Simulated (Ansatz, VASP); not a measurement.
One calculation of Sn, two programs

```
CELL_PARAMETERS angstrom
0.00000 3.40161 3.53244
3.40161 0.00000 3.53244
3.40161 3.40161 0.00000
ATOMIC_POSITIONS crystal
Sn 0.50000 0.50000 0.50000
Sn 0.75000 0.75000 0.75000
```

Change from the starting cell: strain +0.040 along x and y, +0.080 along z, atoms carried along.

Alike in both runs: task single point; functional PBEsol; k mesh 16 × 16 × 16; occupations gaussian, width 0.15 eV; no spin polarisation.

```csv
,VASP,Ansatz
version,VASP 6.6.1,Ansatz 0.2.0
potentials or method,"VASP PAW PBE potentials, release 64 (Sn_d), cutoff 520 eV","scalar-relativistic, plane waves, PAW"
valence electrons in the cell,28,28
```

```csv
,VASP,Ansatz,Ansatz less VASP
gap on the k mesh at the Fermi level (eV),none,none,-
pressure (GPa),-4.5,-4.5,+0.06
"traceless stress, the component that is largest in VASP (GPa)",-0.71,-0.71,0.000
```

VASP's potentials were made for PBE, not for PBEsol. A gap of «none» marks a metal or a gap that the smearing closes.
